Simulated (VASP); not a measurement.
# Mo3HS6 in VASP: a series of runs

Runs on Mo3HS6. Level: PBEsol. Tasks: single point.

All numbers are computed with VASP 6.6.1; they aren't measurements. Logs are shortened: lines on timing, memory, paths and dates and some standing lists are left out, and cuts for length are marked.

**1. The cell of the first run**

The cell holds a slab with vacuum, 10 atoms: a = 3.120 Å, b = 6.347 Å, c = 25.660 Å, α = 90.00°, β = 90.00°, γ = 104.23°.

**2. Single point, PBEsol**

File INCAR:

```
SYSTEM = Mo3HS6
PREC = Accurate ; ENCUT = 520
EDIFF = 1E-7 ; ISMEAR = 0
SIGMA = 0.1 ; LREAL = .False.
LASPH = .True. ; NELM = 80
ALGO = Normal ; ISIF = 2
LWAVE = .False. ; LCHARG = .True.
LDIPOL = .True. ; IDIPOL = 3
DIPOL = 0.5 0.5 0.488 ; GGA = PS
LELF = .True. ; LVHAR = .True.
LVACPOTAV = .True. ; NBANDS = 50
```

File KPOINTS:

```
regular mesh
0
Gamma
  10 5 1
  0 0 0
```

File POSCAR:

```
Mo3HS6
1.0
    3.1204068985      0.0000000000      0.0000000000
   -1.5602034492      6.1523257957      0.0000000000
    0.0000000000      0.0000000000     25.6597815141
S Mo H
6 3 1
Direct
    0.8927216587      0.7854433174      0.3312576919
    0.1715891272      0.3431782543      0.3824398182
    0.4248770516      0.8497541032      0.4354374436
    0.7047428115      0.4094654124      0.4861970894
    0.9628665561      0.9257405526      0.5411345583
    0.1730160878      0.3460381128      0.6172031673
    0.5321553930      0.0643107859      0.3568487551
    0.0634283179      0.1268429315      0.4560351157
    0.6028601598      0.2057221030      0.5588565878
    0.3396827545      1.1793714461      0.7171155814
```

Potentials or basis: VASP PAW PBE potentials, release 64 (S, Mo_sv, H).

Command:

```bash
$ cat potpaw_PBE.64/S/POTCAR potpaw_PBE.64/Mo_sv/POTCAR potpaw_PBE.64/H/POTCAR > POTCAR
$ mpirun -np 1 vasp_std > vasp.out
```

OUTCAR:

```text
SYSTEM = Mo3HS6
   PREC = Accurate
   ENCUT = 520
   EDIFF = 1E-7
   ISMEAR = 0
   LREAL = .False.
   LASPH = .True.
   NELM = 80
   ISIF = 2
   GGA = PS

 ion  position               nearest neighbor table
   1  0.893  0.785  0.331-   7 2.41   7 2.41
   2  0.172  0.343  0.382-   8 2.31   7 2.41   7 2.41
   3  0.425  0.850  0.435-   8 2.37   8 2.37   7 2.41
   4  0.705  0.409  0.486-   9 2.25   8 2.46   8 2.46
   5  0.963  0.926  0.541-   9 2.37   9 2.37   8 2.51
   6  0.173  0.346  0.617-   9 2.33   9 2.33
   7  0.532  0.064  0.357-   3 2.41   2 2.41   2 2.41   1 2.41   1 2.41   8 3.01   8 3.01
   8  0.063  0.127  0.456-   2 2.31   3 2.37   3 2.37   4 2.46   4 2.46   5 2.51   7 3.01   7 3.01
                             9 3.10   9 3.10
   9  0.603  0.206  0.559-   4 2.25   6 2.33   6 2.33   5 2.37   5 2.37   8 3.10   8 3.10
  10  0.340  0.179  0.717-

  LATTYP: Found a base centered orthorhombic cell.
 ALAT       =     3.1204068985
 B/A-ratio  =     3.9432843189
 C/A-ratio  =     8.2232165063

  Lattice vectors:

 A1 = (   1.5602034492,  -6.1523257957,   0.0000000000)
 A2 = (   1.5602034493,   6.1523257957,   0.0000000000)
 A3 = (   0.0000000000,   0.0000000000,  25.6597815141)

Analysis of symmetry for initial positions (statically):
=====================================================================
 Subroutine PRICEL returns:
 Original cell was already a primitive cell.

 Routine SETGRP: Setting up the symmetry group for a
 base centered orthorhombic supercell.

 Subroutine GETGRP returns: Found  1 space group operations
 (whereof  1 operations were pure point group operations)
 out of a pool of  8 trial point group operations.

The static configuration has the point symmetry C_1 .

Analysis of symmetry for dynamics (positions and initial velocities):
=====================================================================
 Subroutine PRICEL returns:
 Original cell was already a primitive cell.

 Routine SETGRP: Setting up the symmetry group for a
 base centered orthorhombic supercell.

 Subroutine GETGRP returns: Found  1 space group operations
 (whereof  1 operations were pure point group operations)
 out of a pool of  8 trial point group operations.

The dynamic configuration has the point symmetry C_1 .

 Subroutine INISYM returns: Found  1 space group operations
 (whereof  1 operations are pure point group operations),
 and found     1 'primitive' translations

----------------------------------------------------------------------------------------

                                     Primitive cell

  volume of cell :     492.6103

  direct lattice vectors                    reciprocal lattice vectors
     3.120406899  0.000000000  0.000000000     0.320471026  0.081270078  0.000000000
    -1.560203449  6.152325796  0.000000000     0.000000000  0.162540157  0.000000000
     0.000000000  0.000000000 25.659781514     0.000000000  0.000000000  0.038971493

  length of vectors
     3.120406899  6.347073932 25.659781514     0.330615342  0.162540157  0.038971493

  position of ions in fractional coordinates (direct lattice)
     0.892721659  0.785443317  0.331257692
     0.171589127  0.343178254  0.382439818
     0.424877052  0.849754103  0.435437444
     0.704742811  0.409465412  0.486197089
     0.962866556  0.925740553  0.541134558
     0.173016088  0.346038113  0.617203167
     0.532155393  0.064310786  0.356848755
     0.063428318  0.126842932  0.456035116
     0.602860160  0.205722103  0.558856588
     0.339682754  0.179371446  0.717115581

  ion indices of the primitive-cell ions
   primitive index   ion index
                 1           1
                 2           2
                 3           3
                 4           4
                 5           5
                 6           6
                 7           7
                 8           8
                 9           9
                10          10

----------------------------------------------------------------------------------------

 KPOINTS: regular mesh

Automatic generation of k-mesh.
 Grid dimensions read from file:
 generate k-points for:   10    5    1

 Generating k-lattice:

  Cartesian coordinates                     Fractional coordinates (reciprocal lattice)
     0.032047103  0.008127008  0.000000000     0.100000000  0.000000000  0.000000000
     0.000000000  0.032508031  0.000000000     0.000000000  0.200000000  0.000000000
     0.000000000  0.000000000  0.038971493     0.000000000  0.000000000  1.000000000

  Length of vectors
     0.033061534  0.032508031  0.038971493

  Shift w.r.t. Gamma in fractional coordinates (k-lattice)
     0.000000000  0.000000000  0.000000000

 -----------------------------------------------------------------------------
|                                                                             |
|           W    W    AA    RRRRR   N    N  II  N    N   GGGG   !!!           |
|           W    W   A  A   R    R  NN   N  II  NN   N  G    G  !!!           |
|           W    W  A    A  R    R  N N  N  II  N N  N  G       !!!           |
|           W WW W  AAAAAA  RRRRR   N  N N  II  N  N N  G  GGG   !            |
|           WW  WW  A    A  R   R   N   NN  II  N   NN  G    G                |
|           W    W  A    A  R    R  N    N  II  N    N   GGGG   !!!           |
|                                                                             |
|     Your reciprocal lattice and k-lattice belong to different lattice       |
|     classes:                                                                |
|                                                                             |
|        The reciprocal lattice is base centered orthorhombic,                |
|        whereas your k-lattice is simple monoclinic.                         |
|                                                                             |
|     Results are often still useful ...                                      |
|                                                                             |
 -----------------------------------------------------------------------------

 WARNING: IBZKPT: internal override: KBLOWUP is changed to .FALSE.
      ... skipping the blow-up phase ...

 Subroutine IBZKPT returns following result:
 ===========================================

 Found     26 irreducible k-points:

 Following reciprocal coordinates:
            Coordinates               Weight
  0.000000  0.000000  0.000000      1.000000
  0.100000 -0.000000  0.000000      2.000000
  0.200000 -0.000000  0.000000      2.000000
  0.300000 -0.000000  0.000000      2.000000
  0.400000 -0.000000  0.000000      2.000000
  0.500000 -0.000000  0.000000      1.000000
[... 16 lines left out ...]
 -0.400000  0.400000  0.000000      2.000000
 -0.300000  0.400000  0.000000      2.000000
 [... further k-points ...]
   k-points           NKPTS =     26   k-points in BZ     NKDIM =     26   number of bands    NBANDS=     50
   number of dos      NEDOS =    301   number of ions     NIONS =     10
   total plane-waves  NPLWV = 221184
   dimension x,y,z NGX =    24 NGY =   48 NGZ =  192
   dimension x,y,z NGXF=    48 NGYF=   96 NGZF=  384
   ions per type =               6   3   1
   NGX,Y,Z   is equivalent  to a cutoff of  12.79, 12.57, 12.44 a.u.
   NGXF,Y,Z  is equivalent  to a cutoff of  25.57, 25.14, 24.88 a.u.
 SYSTEM =  Mo3HS6
   PREC   = accura    normal or accurate (medium, high low for compatibility)
   ISTART =      0    job   : 0-new  1-cont  2-samecut
   ICHARG =      2    charge: 1-file 2-atom 10-const
   ISPIN  =      1    spin polarized calculation?
   LNONCOLLINEAR =      F non collinear calculations
   LSORBIT =      F    spin-orbit coupling
   LASPH  =      T    aspherical Exc in radial PAW
   ENCUT  =  520.0 eV  38.22 Ry    6.18 a.u.   5.80 11.80 47.71*2*pi/ulx,y,z
   NELM   =     80;   NELMIN=  2; NELMDL= -5     # of ELM steps
   EDIFF  = 0.1E-06   stopping-criterion for ELM
   LREAL  =      F    real-space projection
   EDIFFG = 0.1E-05   stopping-criterion for IOM
   NSW    =      0    number of steps for IOM
   IBRION =     -1    ionic relax: 0-MD 1-quasi-New 2-CG
   NFREE  =      0    steps in history (QN), initial steepest desc. (CG)
   ISIF   =      2    stress and relaxation
   ISYM   =      2    0-nonsym 1-usesym 2-fastsym
   POTIM  = 0.5000    time-step for ionic-motion
   TEBEG  =    0.0;   TEEND  =   0.0 temperature during run
   PSTRESS=    0.0 pullay stress
   NELECT =      79.0000    total number of electrons
   NUPDOWN=      -1.0000    fix difference up-down
   EMIN   =  10.00;   EMAX   =-10.00  energy-range for DOS
   EFERMI =   0.00;   METHOD = LEGACY
   ISMEAR =     0;   SIGMA  =   0.10  broadening in eV -4-tet -1-fermi 0-gaus
   EFERMI_NEDOS =   21; number of points for ismear=-14 and -15
   IALGO  =     38    algorithm
   IMIX   =      4    mixing-type and parameters
     AMIX     =   0.40;   BMIX     =  1.00
     AMIX_MAG =   1.60;   BMIX_MAG =  1.00
  volume/ion in A,a.u.               =      49.26       332.43
  Fermi-wavevector in a.u.,A,eV,Ry     =   0.889439  1.680795 10.763585  0.791101
  Thomas-Fermi vector in A             =   2.010999
   LORBIT       =      0    0 simple, 1 ext, 2 COOP (PROOUT), +10 PAW based schemes
   GGA     = PS    functional components
   LHFCALC =     F    Hartree Fock is set to
   AEXX    =    0.0000 exact exchange contribution
   IVDW    =     0    specifies the selected vdW correction
   LEPSILON=     F    determine dielectric tensor
   LRPA    =     F    only Hartree local field effects (RPA)
 non-spin polarized calculation
 Gauss-broadening in eV      SIGMA  =   0.10
  energy-cutoff  :      520.00
  volume of cell :      492.61
 maximum number of plane-waves:     13305
   NGX = 11   NGY = 23   NGZ = 95

 dipolmoment           0.000000      0.000000     -0.186075 electrons x Angstroem

 number of electron      79.0000003 magnetization

 dipolmoment           0.000000      0.000000      0.144939 electrons x Angstroem

 Free energy of the ion-electron system (eV)
  ---------------------------------------------------
  ext. energy  EPLUGINS =         0.00000000
  ---------------------------------------------------
  free energy    TOTEN  =       -66.57500053 eV

  energy without entropy =      -66.55060592  energy(sigma->0) =      -66.56280322

 E-fermi :  -1.3044     XC(G=0):  -4.4417

 val. band max:       -1.3352224394   @ k =   0.3000   0.4000   0.0000
 cond. band min:      -1.2749739899   @ k =  -0.2000   0.2000   0.0000
 fundamental gap:      0.0602484495
 Fermi energy:        -1.3043607280

 k-point     1 :       0.0000    0.0000    0.0000
  band No.  band energies     occupation
      1     -62.8770      2.00000
      2     -62.6971      2.00000
      3     -62.5179      2.00000
      4     -37.1777      2.00000
      5     -37.0156      2.00000
      6     -36.8998      2.00000
[... 42 lines left out ...]
     49       1.9633      0.00000
     50       2.1765      0.00000

 k-point     2 :       0.1000   -0.0000    0.0000
  band No.  band energies     occupation
      1     -62.8746      2.00000
      2     -62.6946      2.00000
      3     -62.5157      2.00000
      4     -37.1707      2.00000
      5     -37.0144      2.00000
      6     -36.9245      2.00000
[... 42 lines left out ...]
     49       1.6877      0.00000
     50       1.7791      0.00000

 k-point     3 :       0.2000   -0.0000    0.0000
  band No.  band energies     occupation
      1     -62.8683      2.00000
      2     -62.6881      2.00000
      3     -62.5100      2.00000
      4     -37.1542      2.00000
      5     -37.0249      2.00000
      6     -36.9897      2.00000
[... 1102 lines left out ...]
     49       1.7893      0.00000
     50       2.6781      0.00000

 k-point    24 :      -0.3000    0.4000    0.0000
  band No.  band energies     occupation
      1     -62.8606      2.00000
      2     -62.6802      2.00000
      3     -62.5029      2.00000
      4     -37.1432      2.00000
      5     -37.1059      2.00000
      6     -36.9965      2.00000
[... 42 lines left out ...]
     49       1.6589      0.00000
     50       2.1732      0.00000

 [... further k-points ...]
[... 5 lines left out ...]
  --------------------------------------------------------------------------------------
  -------------------------------------------------------------------------------------
  Total       -3.3442189     -0.8008479     -3.5406716      0.1634808      0.5821669     -0.2581120
  in kB      -10.8768157     -2.6046966    -11.5157631      0.5317088      1.8934532     -0.8394895
  external PRESSURE =      -8.3324251 kB  Pullay stress =       0.0000000 kB

 VOLUME and BASIS-vectors are now :
 -----------------------------------------------------------------------------
  energy-cutoff  :      520.00
  volume of cell :      492.61
      direct lattice vectors                 reciprocal lattice vectors
     3.120406899  0.000000000  0.000000000     0.320471026  0.081270078  0.000000000
    -1.560203449  6.152325796  0.000000000     0.000000000  0.162540157  0.000000000
     0.000000000  0.000000000 25.659781514     0.000000000  0.000000000  0.038971493

 POSITION                                       TOTAL-FORCE (eV/Angst)
 -----------------------------------------------------------------------------------
      1.56020      4.83230      8.50000        -0.000830      1.484172     -0.569841
      0.00000      2.11134      9.81332        -0.002313      0.886100     -1.299851
      0.00000      5.22796     11.17323        -0.002166      0.314605     -1.113372
      1.56023      2.51916     12.47571         0.007317     -0.007220      0.008280
      1.56019      5.69546     13.88539         0.000504      0.021071     -0.012811
     -0.00001      2.12894     15.83730         0.160578     -0.032626      0.257526
      1.56020      0.39566      9.15666         0.006700     -2.699085      2.978074
      0.00002      0.78038     11.70176         0.005919      0.030546     -0.049368
      1.56020      1.26567     14.34014        -0.063338     -0.094202      0.115474
      0.78009      1.10355     18.40103        -0.112371      0.096640     -0.314110
 -----------------------------------------------------------------------------------
    total drift:                                0.000307      0.000199     -0.000205

  FREE ENERGIE OF THE ION-ELECTRON SYSTEM (eV)
  ---------------------------------------------------
  free  energy   TOTEN  =       -66.5750005259 eV

  energy  without entropy=      -66.5506059211  energy(sigma->0) =      -66.56280322

 vacuum level on the upper side and lower side of the slab         5.037         3.671
```

Wall time 14 min (1 thread of AMD EPYC 9R45 (Zen 5), shared host); peak memory 0.77 GiB.

What came out:

- Free energy: -66.5750 eV
- Largest force: 4.019 eV/Å
- Band gap on the k mesh: zero (an odd number of electrons rules out a gap without spin polarisation)

Forces on the atoms (eV/Å):
```
S   -0.001  1.484 -0.570
S   -0.002  0.886 -1.300
S   -0.002  0.315 -1.113
S    0.007 -0.007  0.008
S    0.001  0.021 -0.013
S    0.161 -0.033  0.258
Mo   0.007 -2.699  2.978
Mo   0.006  0.031 -0.049
Mo  -0.063 -0.094  0.115
H   -0.112  0.097 -0.314
```

Levels at points of the mesh, in eV from the Fermi level:
```
           k point  band 36  band 37  band 38  band 39  band 40  band 41  band 42  band 43
(0.00, 0.00, 0.00)    -1.35    -0.95    -0.80    -0.75    -0.41    -0.33     0.15     1.05
(0.50, 0.00, 0.00)    -1.79    -1.14    -0.58     0.32     0.50     0.62     0.88     1.35
```

Caveat: the PAW data sets were made with another functional, which shifts forces and pressure a little.

**3. Single point, PBEsol**

File INCAR:

```
SYSTEM = Mo3HS6
ALGO = Normal ; DIPOL = 0.5 0.5 0.477
EDIFF = 1E-7 ; ENCUT = 520
GGA = PS ; IDIPOL = 3
ISIF = 2 ; ISMEAR = 0
LASPH = .True. ; LCHARG = .False.
LDIPOL = .True. ; LREAL = .False.
LWAVE = .False. ; NBANDS = 50
NELM = 60 ; PREC = Accurate
SIGMA = 0.1
```

File KPOINTS:

```
k-points
0
Gamma
  10 5 1
  0 0 0
```

POSCAR, as its differences from that of step 2:

```diff
@@ -17,2 +17,2 @@
     0.6028601598      0.2057221030      0.5588565878
-    0.3396827545      1.1793714461      0.7171155814
+    0.3396827545      1.0127047794      0.6068169484
```

Potentials or basis: VASP PAW PBE potentials, release 64 (S, Mo_sv, H).

Command:

```bash
$ cat potpaw_PBE.64/S/POTCAR potpaw_PBE.64/Mo_sv/POTCAR potpaw_PBE.64/H/POTCAR > POTCAR
$ mpirun -np 1 vasp_std > vasp.out
```

OUTCAR:

```text
SYSTEM = Mo3HS6
   EDIFF = 1E-7
   ENCUT = 520
   GGA = PS
   ISIF = 2
   ISMEAR = 0
   LASPH = .True.
   LREAL = .False.
   NELM = 60
   PREC = Accurate

 ion  position               nearest neighbor table
   1  0.893  0.785  0.331-   7 2.41   7 2.41
   2  0.172  0.343  0.382-   8 2.31   7 2.41   7 2.41
   3  0.425  0.850  0.435-   8 2.37   8 2.37   7 2.41
   4  0.705  0.409  0.486-   9 2.25   8 2.46   8 2.46
   5  0.963  0.926  0.541-   9 2.37   9 2.37   8 2.51
   6  0.173  0.346  0.617-   9 2.33   9 2.33
   7  0.532  0.064  0.357-   3 2.41   2 2.41   2 2.41   1 2.41   1 2.41   8 3.01   8 3.01
   8  0.063  0.127  0.456-   2 2.31   3 2.37   3 2.37   4 2.46   4 2.46   5 2.51   7 3.01   7 3.01
                             9 3.10   9 3.10
   9  0.603  0.206  0.559-  10 1.79   4 2.25   6 2.33   6 2.33   5 2.37   5 2.37   8 3.10   8 3.10
[... 1525 lines left out ...]
  energy-cutoff  :      520.00
  volume of cell :      492.61
      direct lattice vectors                 reciprocal lattice vectors
     3.120406899  0.000000000  0.000000000     0.320471026  0.081270078  0.000000000
    -1.560203449  6.152325796  0.000000000     0.000000000  0.162540157  0.000000000
     0.000000000  0.000000000 25.659781514     0.000000000  0.000000000  0.038971493

 POSITION                                       TOTAL-FORCE (eV/Angst)
 -----------------------------------------------------------------------------------
      1.56020      4.83230      8.50000         0.013322      1.486403     -0.570788
      0.00000      2.11134      9.81332        -0.010962      0.804364     -1.418335
      0.00000      5.22796     11.17323        -0.044715      0.270183     -1.188482
      1.56023      2.51916     12.47571        -0.058442      0.640823     -1.085281
      1.56019      5.69546     13.88539        -0.565071     -0.063354     -0.108614
     -0.00001      2.12894     15.83730        -0.424985     -0.193062     -0.070796
      1.56020      0.39566      9.15666        -0.027789     -2.717117      2.885871
      0.00002      0.78038     11.70176        -0.078577      0.229488      0.497736
      1.56020      1.26567     14.34014         1.003367     -0.702145      1.042183
      1.04013      0.07816     15.57079         0.193851      0.244416      0.016507
 -----------------------------------------------------------------------------------
    total drift:                                0.000259      0.000151     -0.000253

  FREE ENERGIE OF THE ION-ELECTRON SYSTEM (eV)
  ---------------------------------------------------
  free  energy   TOTEN  =       -68.4900822255 eV

  energy  without entropy=      -68.4789089383  energy(sigma->0) =      -68.48449558

 vacuum level on the upper side and lower side of the slab         4.309         3.925
```

stdout:

```text
POSCAR found type information on POSCAR S MoH
 POSCAR found :  3 types and      10 ions
 scaLAPACK will be used
 -----------------------------------------------------------------------------
|                                                                             |
|                                                                             |
|     You enforced a specific xc type in the INCAR file but a different       |
[... 22 lines left out ...]
 -----------------------------------------------------------------------------

 POSCAR, INCAR and KPOINTS ok, starting setup
 FFT: planning ... GRIDC
 FFT: planning ... GRID_SOFT
 FFT: planning ... GRID
 WAVECAR not read
 entering main loop
```

Wall time 47 min (1 thread of AMD EPYC 9755, shared host); peak memory 0.76 GiB.

What came out:

```yaml
Free_energy: -68.4901 eV
Largest_force: 3.964 eV/Å
Band_gap_on_the_k_mesh: zero (an odd number of electrons rules out a gap without spin polarisation)
```

Forces in eV/Å, atoms in the order of the input:
```
S    0.013  1.486 -0.571
S   -0.011  0.804 -1.418
S   -0.045  0.270 -1.188
S   -0.058  0.641 -1.085
S   -0.565 -0.063 -0.109
S   -0.425 -0.193 -0.071
Mo  -0.028 -2.717  2.886
Mo  -0.079  0.229  0.498
Mo   1.003 -0.702  1.042
H    0.194  0.244  0.017
```

Caveat: the PAW data sets were made with another functional, which shifts forces and pressure a little.
